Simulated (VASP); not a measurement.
Input of a VASP 6.6.1 run:

INCAR

```
SYSTEM = PbO2
PREC = Accurate ; ENCUT = 520
EDIFF = 1E-6 ; ISMEAR = 0
SIGMA = 0.1 ; LREAL = .False.
LASPH = .True. ; NELM = 100
ALGO = Normal ; ISIF = 2
LWAVE = .False. ; LCHARG = .True.
GGA = PE ; LELF = .True.
LVHAR = .True. ; NBANDS = 35
```

Contents of KPOINTS:

```
Automatic mesh
0
Gamma
  6 6 4
  0 0 0
```

File POSCAR:

```
PbO2
1.0
    3.7799078565      0.0000000000      0.0000000000
    0.0000000000      3.7799078565      0.0000000000
    0.0000000000      0.0000000000      5.7527463398
Pb O
2 4
Direct
    0.0000000000      0.0000000000      0.0000000000
    0.5000000000      0.5000000000      0.5000000000
    0.0000000000      0.5000000000      0.3150334626
    0.0000000000      0.5000000000      0.8150334626
    0.5000000000      0.0000000000      0.6849665374
    0.5000000000      0.0000000000      0.1849665374
```

Potentials or basis: VASP PAW PBE potentials, release 64 (Pb_d, O).

Command:

```bash
$ cat potpaw_PBE.64/Pb_d/POTCAR potpaw_PBE.64/O/POTCAR > POTCAR
$ mpirun -np 1 vasp_std > vasp.out
```

(1) Predict the largest force.

(2) Predict the pressure.

(3) What does it give for the band gap on the k mesh?

## Answers

(1) 0.043 eV/Å.

(2) 0.3 GPa.

(3) zero (band 26 reaches 4.70 eV, above the bottom of band 27 at 4.58 eV).

Caveat: spin-orbit coupling is left out, which moves the levels of the heavy elements.
